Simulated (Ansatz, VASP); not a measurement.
**Ga: VASP beside Ansatz**

```
Ga
1.0
     3.20384    0.00000    0.00000
    -1.60192    2.77461    0.00000
     0.00000    0.00000    4.94410
Ga
2
Direct
  0.33333 0.66667 0.25000
  0.66667 0.33333 0.75000
```

Alike in both runs: task single point; functional BLYP; k mesh 13 × 13 × 7; occupations fermi-dirac, width 0.1 eV; no spin polarisation.

```csv
,VASP,Ansatz
version,VASP 6.6.1,Ansatz 0.2.0
potentials or method,"VASP PAW PBE potentials, release 64 (Ga_d), cutoff 520 eV","plane waves (420 eV) with PAW, scalar-relativistic"
valence electrons in the cell,26,26
```

VASP gave:

| Item | Value |
| --- | --- |
| pressure (GPa) | 0.0 |
| traceless stress, the component that is largest in VASP (GPa) | -0.17 |

What did Ansatz give for the same quantities?

Pressure (GPa): 0.1; traceless stress, the component that is largest in VASP (GPa): -0.18.

VASP's potentials were made for PBE, not for BLYP.
